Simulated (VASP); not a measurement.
# Ag (R3m) in VASP: single point with PBEsol

Aim: the single point of Ag with PBEsol.

All numbers are computed with VASP 6.6.1; they aren't measurements. Logs are shortened: lines on timing, memory, paths and dates and some standing lists are left out, and cuts for length are marked.

**1. The cell of the first run**

It takes space group R3m (No. 160, trigonal). The conventional cell has a = 9.366 Å, b = 9.366 Å, c = 5.735 Å, α = 90.00°, β = 90.00°, γ = 120.00°. Ag (site symmetry 3m) has 14 Ag at 2.59 to 3.48 Å within 3.5 Å. Ag (site symmetry m) has 14 Ag at 2.79 to 3.31 Å within 3.7 Å. Ag (site symmetry m) has 14 Ag at 2.87 to 3.48 Å within 3.8 Å. Ag (site symmetry 3m) has 14 Ag at 2.59 to 3.31 Å within 3.4 Å.

**2. Single point, PBEsol (atom 1 (Ag) moved +0.281 Å along Cartesian [1 1 1])**

File INCAR:

```
  PREC = Accurate
  ENCUT = 520
  EDIFF = 1E-6
  ISMEAR = 0
  SIGMA = 0.15
  LREAL = F
  LASPH = T
  NELM = 100
  ALGO = Fast
  ISIF = 2
  LWAVE = F
  LCHARG = T
  GGA = PS
  LELF = T
  LVHAR = T
  NBANDS = 54
```

File KPOINTS:

```
regular mesh
0
Gamma
  10 10 10
```

File POSCAR:

```
Ag
1.0
    3.3113080000      3.3113080000     -3.3113080000
    3.3113080000     -3.3113080000      3.3113080000
   -3.3113080000     -3.3113080000     -3.3113080000
Ag
8
Direct
    0.0000000000      0.0000000000      0.4509533300
    0.5000000000      0.0000000000      0.5000000000
    0.0000000000      0.5000000000      0.5000000000
    0.5000000000      0.5000000000      0.5000000000
    0.0000000000      0.0000000000      0.0000000000
    0.5000000000      0.0000000000      0.0000000000
    0.0000000000      0.5000000000      0.0000000000
    0.5000000000      0.5000000000      0.0000000000
```

Potentials or basis: VASP PAW PBE potentials, release 64 (Ag).

Command:

```console
cat potpaw_PBE.64/Ag/POTCAR > POTCAR
mpirun -np 1 vasp_std > vasp.out
```

OUTCAR:

```text
PREC = Accurate
   ENCUT = 520
   EDIFF = 1E-6
   ISMEAR = 0
   LREAL = F
   LASPH = T
   NELM = 100
   ISIF = 2
   GGA = PS

 ion  position               nearest neighbor table
   1  0.000  0.000  0.451-   5 2.59   3 2.79   2 2.79   8 2.79   3 2.97   2 2.97   8 2.97   5 3.15
                             6 3.16   7 3.16   4 3.16   4 3.48   7 3.48   6 3.48
   2  0.500  0.000  0.500-   1 2.79   6 2.87   7 2.87   6 2.87   4 2.87   4 2.87   7 2.87   1 2.97
                             5 3.31   8 3.31   8 3.31   5 3.31   3 3.31   3 3.31
   3  0.000  0.500  0.500-   1 2.79   6 2.87   7 2.87   7 2.87   4 2.87   4 2.87   6 2.87   1 2.97
                             5 3.31   5 3.31   8 3.31   8 3.31   2 3.31   2 3.31
   4  0.500  0.500  0.500-   2 2.87   3 2.87   5 2.87   8 2.87   8 2.87   2 2.87   3 2.87   5 2.87
                             1 3.16   7 3.31   7 3.31   6 3.31   6 3.31   1 3.48
   5  0.000  0.000  0.000-   1 2.59   4 2.87   6 2.87   7 2.87   7 2.87   6 2.87   4 2.87   1 3.15
                             2 3.31   3 3.31   8 3.31   2 3.31   8 3.31   3 3.31
   6  0.500  0.000  0.000-   2 2.87   3 2.87   5 2.87   8 2.87   2 2.87   8 2.87   5 2.87   3 2.87
                             1 3.16   4 3.31   7 3.31   7 3.31   4 3.31   1 3.48
   7  0.000  0.500  0.000-   2 2.87   3 2.87   5 2.87   8 2.87   3 2.87   5 2.87   8 2.87   2 2.87
                             1 3.16   6 3.31   4 3.31   6 3.31   4 3.31   1 3.48
   8  0.500  0.500  0.000-   1 2.79   4 2.87   6 2.87   7 2.87   4 2.87   6 2.87   7 2.87   1 2.97
                             3 3.31   2 3.31   2 3.31   3 3.31   5 3.31   5 3.31

  LATTYP: Found a body centered cubic cell.
 ALAT       =     6.6226160000

  Lattice vectors:

 A1 = (   3.3113080000,   3.3113080000,  -3.3113080000)
 A2 = (   3.3113080000,  -3.3113080000,   3.3113080000)
 A3 = (  -3.3113080000,  -3.3113080000,  -3.3113080000)

Analysis of symmetry for initial positions (statically):
=====================================================================
 Subroutine PRICEL returns:
 Original cell was already a primitive cell.

 Routine SETGRP: Setting up the symmetry group for a
 body centered cubic supercell.

 Subroutine GETGRP returns: Found  6 space group operations
 (whereof  6 operations were pure point group operations)
 out of a pool of 48 trial point group operations.

The static configuration has the point symmetry C_3v.

Analysis of symmetry for dynamics (positions and initial velocities):
=====================================================================
 Subroutine PRICEL returns:
 Original cell was already a primitive cell.

 Routine SETGRP: Setting up the symmetry group for a
 body centered cubic supercell.

 Subroutine GETGRP returns: Found  6 space group operations
 (whereof  6 operations were pure point group operations)
 out of a pool of 48 trial point group operations.

The dynamic configuration has the point symmetry C_3v.

 Subroutine INISYM returns: Found  6 space group operations
 (whereof  6 operations are pure point group operations),
 and found     1 'primitive' translations

----------------------------------------------------------------------------------------

                                     Primitive cell

  volume of cell :     145.2308

  direct lattice vectors                    reciprocal lattice vectors
     3.311308000  3.311308000 -3.311308000     0.150997733  0.000000000 -0.150997733
     3.311308000 -3.311308000  3.311308000     0.150997733 -0.150997733  0.000000000
    -3.311308000 -3.311308000 -3.311308000     0.000000000 -0.150997733 -0.150997733

  length of vectors
     5.735353696  5.735353696  5.735353696     0.213543041  0.213543041  0.213543041

  position of ions in fractional coordinates (direct lattice)
     0.000000000  0.000000000  0.450953330
     0.500000000  0.000000000  0.500000000
     0.000000000  0.500000000  0.500000000
     0.500000000  0.500000000  0.500000000
     0.000000000  0.000000000  0.000000000
     0.500000000  0.000000000  0.000000000
     0.000000000  0.500000000  0.000000000
     0.500000000  0.500000000  0.000000000

  ion indices of the primitive-cell ions
   primitive index   ion index
                 1           1
                 2           2
                 3           3
                 4           4
                 5           5
                 6           6
                 7           7
                 8           8

----------------------------------------------------------------------------------------

 KPOINTS: regular mesh

Automatic generation of k-mesh.
 Grid dimensions read from file:
 generate k-points for:   10   10   10

 Generating k-lattice:

  Cartesian coordinates                     Fractional coordinates (reciprocal lattice)
     0.015099773  0.000000000 -0.015099773     0.100000000  0.000000000  0.000000000
     0.015099773 -0.015099773  0.000000000     0.000000000  0.100000000  0.000000000
     0.000000000 -0.015099773 -0.015099773     0.000000000  0.000000000  0.100000000

  Length of vectors
     0.021354304  0.021354304  0.021354304

  Shift w.r.t. Gamma in fractional coordinates (k-lattice)
     0.000000000  0.000000000  0.000000000

 Subroutine IBZKPT returns following result:
 ===========================================

 Found    116 irreducible k-points:

 Following reciprocal coordinates:
            Coordinates               Weight
  0.000000  0.000000  0.000000      1.000000
  0.100000  0.000000  0.000000      6.000000
  0.000000  0.000000  0.100000      6.000000
  0.200000  0.000000  0.000000      6.000000
  0.000000  0.000000  0.200000      6.000000
  0.300000  0.000000  0.000000      6.000000
[... 16 lines left out ...]
  0.400000  0.100000  0.000000     12.000000
  0.000000  0.400000  0.100000     12.000000
 [... further k-points ...]
   k-points           NKPTS =    116   k-points in BZ     NKDIM =    116   number of bands    NBANDS=     54
   number of dos      NEDOS =    301   number of ions     NIONS =      8
   total plane-waves  NPLWV = 110592
   dimension x,y,z NGX =    48 NGY =   48 NGZ =   48
   dimension x,y,z NGXF=    96 NGYF=   96 NGZF=   96
   ions per type =               8
   NGX,Y,Z   is equivalent  to a cutoff of  13.91, 13.91, 13.91 a.u.
   NGXF,Y,Z  is equivalent  to a cutoff of  27.83, 27.83, 27.83 a.u.
 SYSTEM =  unknown system
   PREC   = accura    normal or accurate (medium, high low for compatibility)
   ISTART =      0    job   : 0-new  1-cont  2-samecut
   ICHARG =      2    charge: 1-file 2-atom 10-const
   ISPIN  =      1    spin polarized calculation?
   LNONCOLLINEAR =      F non collinear calculations
   LSORBIT =      F    spin-orbit coupling
   LASPH  =      T    aspherical Exc in radial PAW
   ENCUT  =  520.0 eV  38.22 Ry    6.18 a.u.  10.66 10.66 10.66*2*pi/ulx,y,z
   NELM   =    100;   NELMIN=  2; NELMDL= -5     # of ELM steps
   EDIFF  = 0.1E-05   stopping-criterion for ELM
   LREAL  =      F    real-space projection
   EDIFFG = 0.1E-04   stopping-criterion for IOM
   NSW    =      0    number of steps for IOM
   IBRION =     -1    ionic relax: 0-MD 1-quasi-New 2-CG
   NFREE  =      0    steps in history (QN), initial steepest desc. (CG)
   ISIF   =      2    stress and relaxation
   ISYM   =      2    0-nonsym 1-usesym 2-fastsym
   POTIM  = 0.5000    time-step for ionic-motion
   TEBEG  =    0.0;   TEEND  =   0.0 temperature during run
   PSTRESS=    0.0 pullay stress
   NELECT =      88.0000    total number of electrons
   NUPDOWN=      -1.0000    fix difference up-down
   EMIN   =  10.00;   EMAX   =-10.00  energy-range for DOS
   EFERMI =   0.00;   METHOD = LEGACY
   ISMEAR =     0;   SIGMA  =   0.15  broadening in eV -4-tet -1-fermi 0-gaus
   EFERMI_NEDOS =   21; number of points for ismear=-14 and -15
   IALGO  =     68    algorithm
   IMIX   =      4    mixing-type and parameters
     AMIX     =   0.40;   BMIX     =  1.00
     AMIX_MAG =   1.60;   BMIX_MAG =  1.00
  volume/ion in A,a.u.               =      18.15       122.51
  Fermi-wavevector in a.u.,A,eV,Ry     =   1.385318  2.617871 26.111022  1.919106
  Thomas-Fermi vector in A             =   2.509739
   LORBIT       =      0    0 simple, 1 ext, 2 COOP (PROOUT), +10 PAW based schemes
   GGA     = PS    functional components
   LHFCALC =     F    Hartree Fock is set to
   AEXX    =    0.0000 exact exchange contribution
   IVDW    =     0    specifies the selected vdW correction
   LEPSILON=     F    determine dielectric tensor
   LRPA    =     F    only Hartree local field effects (RPA)
 non-spin polarized calculation
 RMM-DIIS sequential band-by-band and
 Gauss-broadening in eV      SIGMA  =   0.15
  energy-cutoff  :      520.00
  volume of cell :      145.23
 maximum number of plane-waves:      3945
 NGX is ok and might be reduce to    48
   NGX = 21   NGY = 21   NGZ = 21

 number of electron      88.0000011 magnetization

 Free energy of the ion-electron system (eV)
  ---------------------------------------------------
  ext. energy  EPLUGINS =         0.00000000
  ---------------------------------------------------
  free energy    TOTEN  =       -25.72496541 eV

  energy without entropy =      -25.68453526  energy(sigma->0) =      -25.70475034

 E-fermi :   7.3953     XC(G=0): -12.0345

 val. band max:        7.3897250928   @ k =  -0.4000  -0.4000   0.2000
 cond. band min:       7.3957099813   @ k =   0.2000  -0.4000  -0.4000
 fundamental gap:      0.0059848885
 Fermi energy:         7.3952977546

 k-point     1 :       0.0000    0.0000    0.0000
  band No.  band energies     occupation
      1       0.0166      2.00000
      2       1.3382      2.00000
      3       1.3382      2.00000
      4       1.3557      2.00000
      5       1.3690      2.00000
      6       1.3690      2.00000
[... 46 lines left out ...]
     53      11.2150      0.00000
     54      14.1313      0.00000
[... 1309 lines left out ...]
     53      14.7667      0.00000
     54      14.8708      0.00000

 [... further k-points ...]

------------------------ aborting loop because EDIFF is reached ----------------------------------------

  FORCE on cell =-STRESS in cart. coord.  units (eV):
  Direction    XX          YY          ZZ          XY          YZ          ZX
  --------------------------------------------------------------------------------------
  -------------------------------------------------------------------------------------
  Total       -5.8226847     -5.8226847     -5.8226847      0.4591012      0.4591012      0.4591012
  in kB      -64.2355030    -64.2355030    -64.2355030      5.0647760      5.0647760      5.0647760
  external PRESSURE =     -64.2355030 kB  Pullay stress =       0.0000000 kB

 VOLUME and BASIS-vectors are now :
 -----------------------------------------------------------------------------
  energy-cutoff  :      520.00
  volume of cell :      145.23
      direct lattice vectors                 reciprocal lattice vectors
     3.311308000  3.311308000 -3.311308000     0.150997733  0.000000000 -0.150997733
     3.311308000 -3.311308000  3.311308000     0.150997733 -0.150997733  0.000000000
    -3.311308000 -3.311308000 -3.311308000     0.000000000 -0.150997733 -0.150997733

 POSITION                                       TOTAL-FORCE (eV/Angst)
 -----------------------------------------------------------------------------------
     -1.49325     -1.49325     -1.49325        -0.749864     -0.749864     -0.749864
      0.00000      0.00000     -3.31131         0.139122      0.139122     -0.182656
      0.00000     -3.31131      0.00000         0.139122     -0.182656      0.139122
      1.65565     -1.65565     -1.65565         0.015399      0.000146      0.000146
      0.00000      0.00000      0.00000         0.638585      0.638585      0.638585
      1.65565      1.65565     -1.65565         0.000146      0.000146      0.015399
      1.65565     -1.65565      1.65565         0.000146      0.015399      0.000146
      3.31131      0.00000      0.00000        -0.182656      0.139122      0.139122
 -----------------------------------------------------------------------------------
    total drift:                                0.000038      0.000038      0.000038

  FREE ENERGIE OF THE ION-ELECTRON SYSTEM (eV)
  ---------------------------------------------------
  free  energy   TOTEN  =       -25.7249654133 eV

  energy  without entropy=      -25.6845352643  energy(sigma->0) =      -25.70475034
```

Wall time 9.6 min (1 thread of Intel Xeon 6975P-C (Granite Rapids), shared host); peak memory 0.73 GiB.

Results:

```yaml
Free_energy: -25.7250 eV
Pressure: -6.4 GPa
Largest_force: 1.299 eV/Å
Band_gap_on_the_k_mesh: zero (bands 44 and 45 overlap by 2.23 eV)
```

Forces on the atoms (eV/Å):
```
Ag  -0.750 -0.750 -0.750
Ag   0.139  0.139 -0.183
Ag   0.139 -0.183  0.139
Ag   0.015  0.000  0.000
Ag   0.639  0.639  0.639
Ag   0.000  0.000  0.015
Ag   0.000  0.015  0.000
Ag  -0.183  0.139  0.139
```

Stress tensor (GPa, compression positive):
```
-6.42  0.51  0.51
 0.51 -6.42  0.51
 0.51  0.51 -6.42
```

Caveat: the cell differs from its parent crystal (atom 1 (Ag) moved +0.281 Å along Cartesian [1 1 1]); the cell stands under tension; the PAW data sets were made with another functional, which shifts forces and pressure a little.
